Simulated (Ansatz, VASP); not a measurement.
Mn: VASP beside Ansatz

INCAR

```
SYSTEM = Mn
ALGO = Normal ; EDIFF = 1E-6
ENCUT = 500 ; GGA_COMPAT = .False.
ISIF = 2 ; ISMEAR = 0
ISPIN = 2 ; LASPH = .True.
LCHARG = .False. ; LMAXMIX = 4
LORBIT = 11 ; LREAL = .False.
LWAVE = .False. ; MAGMOM = 0.76
NBANDS = 16 ; NELM = 200
PREC = Accurate ; SIGMA = 0.1
```

KPOINTS

```
k-points
0
Gamma
  2 2 2
  0 0 0
```

POSCAR

```
Mn
1.0
   -1.3932737400      1.3932737400      1.3932737400
    1.3932737400     -1.3932737400      1.3932737400
    1.3932737400      1.3932737400     -1.3932737400
Mn
1
Direct
    0.0000000000      0.0000000000      0.0000000000
```

Input for Ansatz:

```yaml
crystal:
  lattice:
    - [-1.39327374, 1.39327374, 1.39327374]
    - [1.39327374, -1.39327374, 1.39327374]
    - [1.39327374, 1.39327374, -1.39327374]
  atoms:
    - { symbol: Mn, position: [0.0, 0.0, 0.0], spin: 0.76 }
basis: {}
kpoints:
  mp_grid: { grid: [2, 2, 2] }
hamiltonian:
  xc: lda
  pseudopotentials: { kind: paw, source: ansatz }
scf:
  occupations: { method: gaussian, width: 0.1 }
  lower_state_search: "off"
  max_iter: 95
output:
  forces: true
  stress: true
  eigenvalues: true
  populations: true
magnetization:
  spin_polarized: true
```

Alike in both runs: task single point; functional LDA; k mesh 2 × 2 × 2; occupations gaussian, width 0.1 eV; collinear spin.

|  | VASP | Ansatz |
| --- | --- | --- |
| version | VASP 6.6.1 | Ansatz 0.2.0 |
| potentials or method | VASP PAW LDA potentials, release 64 (Mn_pv) | scalar-relativistic, plane waves, PAW (harder set) |
| plane-wave cutoff (eV) | 500 | 720 |
| valence electrons in the cell | 13 | 15 |

Ansatz gave:

| Quantity | Value |
| --- | --- |
| pressure (GPa) | 7.1 |
| net moment per atom (μB) | 2.50 |
| size of the moment on the site where the two differ most (μB) | 1.96 |

Problem. What did VASP give for the same quantities?

Solution. Pressure (GPa): 7.3; net moment per atom (μB): 2.50; size of the moment on the site where the two differ most (μB): 2.16.

LDA's correlation is that of Perdew and Zunger in VASP and of Perdew and Wang (1992) in Ansatz. Site moments also hang on the region over which each program counts them. VASP's potentials hold 13 valence electrons a cell and Ansatz's 15, so a difference there can come from the potentials and not from the codes.

The k mesh is coarse, so the values compare programs but aren't converged.
